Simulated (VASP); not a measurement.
Wanted: the native input for a VASP 6.6.1 run.

* Task: single point
* Functional: PBE
* Potentials or basis: VASP PAW PBE potentials, release 64 (Sn_d, O)
* Cutoff: 520 eV
* k mesh: 12 × 12 × 12
* Occupations: gaussian, width 0.05 eV
* Spin: no spin polarisation
* Dipole correction: no
* Further INCAR settings: ALGO = Normal; EDIFF = 1e-06; NBANDS = 20

The structure of SnO2 lies in POSCAR:

```
SnO2
1.0
    1.6310229378      0.9416715322      4.9616252294
   -1.6310229378      0.9416715322      4.9616252294
    0.0000000000     -1.8833430644      4.9616252294
Sn O
1 2
Direct
    0.5000000000      0.5000000000      0.5000000000
    0.2406435246      0.2406435246      0.2406435246
    0.7593564754      0.7593564754      0.7593564754
```

The input as run:

INCAR

```
SYSTEM = SnO2
PREC = Accurate
ENCUT = 520
EDIFF = 1E-6
ISMEAR = 0
SIGMA = 0.05
LREAL = .False.
LASPH = .True.
NELM = 80
ALGO = Normal
ISIF = 2
LWAVE = .False.
LCHARG = .False.
GGA = PE
NBANDS = 20
```

KPOINTS

```
Automatic mesh
0
Gamma
  12 12 12
  0 0 0
```

Potentials or basis: VASP PAW PBE potentials, release 64 (Sn_d, O).

Run with:

```sh
$ cat potpaw_PBE.64/Sn_d/POTCAR potpaw_PBE.64/O/POTCAR > POTCAR
$ mpirun -np 1 vasp_std > vasp.out
```

It gave:

- Pressure: -8.3 GPa
- Largest force: 1.243 eV/Å
- Band gap on the k mesh: 1.67 eV, indirect (least direct gap 1.69 eV)

Caveat: spin-orbit coupling is left out, which moves the levels of the heavy elements; forces of over 1 eV/Å act on the atoms, so gaps and moduli don't describe the material at rest.

Wall time 6.2 min on 1 thread of Intel Xeon 6975P-C (shared host), peak memory 0.35 GiB.
